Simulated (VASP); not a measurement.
Set up this calculation in VASP 6.6.1, as the native input.

* Task: single point
* Functional: PBEsol
* Potentials or basis: VASP PAW PBE potentials, release 64 (Ag)
* Cutoff: 520 eV
* k mesh: 12 × 12 × 2
* Occupations: gaussian, width 0.1 eV
* Spin: no spin polarisation
* Dipole correction: no
* Further INCAR settings: ALGO = Fast; EDIFF = 1e-07; NBANDS = 60

The structure of Ag lies in POSCAR:

```
Ag
1.0
    2.9548034150      0.0000000000      0.0000000000
   -1.4774017075      2.5589348206      0.0000000000
    0.0000000000      0.0000000000     20.6799553310
Ag
9
Direct
    0.0000000000      0.0000000000      0.0000000000
    0.0000000000      0.0000000000      0.7776264046
    0.3333333333      0.6666666667      0.8890402621
    0.6666666667      0.3333333333      0.3333333333
    0.6666666667      0.3333333333      0.1109597379
    0.0000000000      0.0000000000      0.2223735954
    0.3333333333      0.6666666667      0.6666666667
    0.3333333333      0.6666666667      0.4442930712
    0.6666666667      0.3333333333      0.5557069288
```

This cell differs from its parent crystal: biaxial strain in the a-b plane: +3.0 %.

These files were run (other wordings do the same):

INCAR

```
SYSTEM = Ag
ALGO     = Fast           ! electronic algorithm
EDIFF    = 1E-7           ! SCF threshold, eV
ENCUT    = 520            ! plane-wave cutoff, eV
GGA      = PS             ! functional
ISIF     = 2              ! what is computed and relaxed
ISMEAR   = 0              ! smearing method
LASPH    = .TRUE.         ! aspherical terms in the spheres
LCHARG   = .TRUE.         ! write CHGCAR
LELF     = .TRUE.         ! ELF
LREAL    = .FALSE.        ! projectors in reciprocal space
LVHAR    = .TRUE.       
LWAVE    = .FALSE.        ! write WAVECAR
NBANDS   = 60             ! bands
NELM     = 60             ! most SCF steps
PREC     = Accurate       ! precision mode
SIGMA    = 0.1            ! smearing width, eV
```

KPOINTS

```
k-points
0
G
  12 12 2
  0 0 0
```

Potentials or basis: VASP PAW PBE potentials, release 64 (Ag).

The run is started by

```console
$ cat potpaw_PBE.64/Ag/POTCAR > POTCAR
$ mpirun -np 1 vasp_std > vasp.out
```

Results of the run:

```
Pressure : -4.1 GPa
```

Caveat: the cell differs from its parent crystal (biaxial strain in the a-b plane: +3.0 %); the PAW data sets were made with another functional, which shifts forces and pressure a little.

Wall time 6.2 min on 1 thread of Intel Xeon 6975P-C, with other jobs on the host, peak memory 0.43 GiB.
